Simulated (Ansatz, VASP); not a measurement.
As: VASP beside Ansatz

File INCAR:

```
SYSTEM = As
  PREC = Accurate
  ENCUT = 520
  EDIFF = 1E-6
  ISMEAR = -1
  SIGMA = 0.1
  LREAL = .False.
  LASPH = .True.
  NELM = 60
  ALGO = Normal
  ISIF = 2
  LWAVE = .False.
  LCHARG = .False.
  GGA = CA
  NBANDS = 8
```

File KPOINTS:

```
regular mesh
0
Gamma
  13 13 13
  0 0 0
```

POSCAR

```
As
1.0
    2.7036800000      0.0450613333      0.0000000000
    0.0450613333      2.7036800000      0.0000000000
    0.0000000000      0.0000000000      2.7036800000
As
1
Direct
    0.5000000000      0.5000000000      0.5000000000
```

Input for Ansatz:

```yaml
crystal:
  lattice:
    - [2.70368, 0.04506133333333332, 0.0]
    - [0.04506133333333332, 2.70368, 0.0]
    - [0.0, 0.0, 2.70368]
  atoms:
    - { symbol: As, position: [0.5, 0.5, 0.5] }
basis:
  ecutwfc: 470.0
kpoints:
  mp_grid:
    grid: [13, 13, 13]
hamiltonian:
  xc: lda
scf:
  occupations:
    method: fermi_dirac
    width: 0.1
output:
  stress: true
```

Alike in both runs: task single point; functional LDA; k mesh 13 × 13 × 13; occupations fermi-dirac, width 0.1 eV; no spin polarisation.

```csv
,VASP,Ansatz
version,VASP 6.6.1,Ansatz 0.2.0
potentials or method,"VASP PAW LDA potentials, release 64 (As), cutoff 520 eV","plane waves, PAW"
valence electrons in the cell,5,15
```

VASP gave:

```
pressure (GPa)                                                : -2.5
traceless stress, the component that is largest in VASP (GPa) : -1.03
```

Problem. Estimate Ansatz's values.

Solution. Pressure (GPa): -2.9; traceless stress, the component that is largest in VASP (GPa): -1.03.

LDA's correlation is that of Perdew and Zunger in VASP and of Perdew and Wang (1992) in Ansatz. VASP's potentials hold 5 valence electrons a cell and Ansatz's 15, so a difference there can come from the potentials and not from the codes.
